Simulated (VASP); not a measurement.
Input of a VASP 6.6.1 run:

File INCAR:

```
  PREC = Accurate
  ENCUT = 520
  EDIFF = 1E-6
  ISMEAR = 0
  SIGMA = 0.15
  LREAL = F
  LASPH = T
  NELM = 100
  ALGO = Normal
  ISIF = 2
  LWAVE = F
  LCHARG = T
  LELF = T
  LVHAR = T
  NBANDS = 16
```

The input KPOINTS:

```
regular mesh
0
Gamma
  18 18 18
```

The input POSCAR:

```
GaSb
1.0
   -1.6616021412      2.5042864648      2.8027257741
    1.6616021412     -2.5042864648      2.8027257741
    1.6616021412      2.5042864648     -2.8027257741
Ga Sb
1 1
Direct
    0.0000000000      0.0000000000      0.0000000000
    0.5000000000      0.5000000000      0.0000000000
```

Potentials or basis: VASP PAW LDA potentials, release 64 (Ga_d, Sb).

Run with:

```bash
$ cat potpaw_LDA.64/Ga_d/POTCAR potpaw_LDA.64/Sb/POTCAR > POTCAR
$ mpirun -np 1 vasp_std > vasp.out
```

(1) What does it give for the band gap on the k mesh?

(2) What does it give for the pressure?

Results:

(1) zero (bands 9 and 10 overlap by 5.71 eV).

(2) -2.8 GPa.

Caveat: spin-orbit coupling is left out, which moves the levels of the heavy elements.
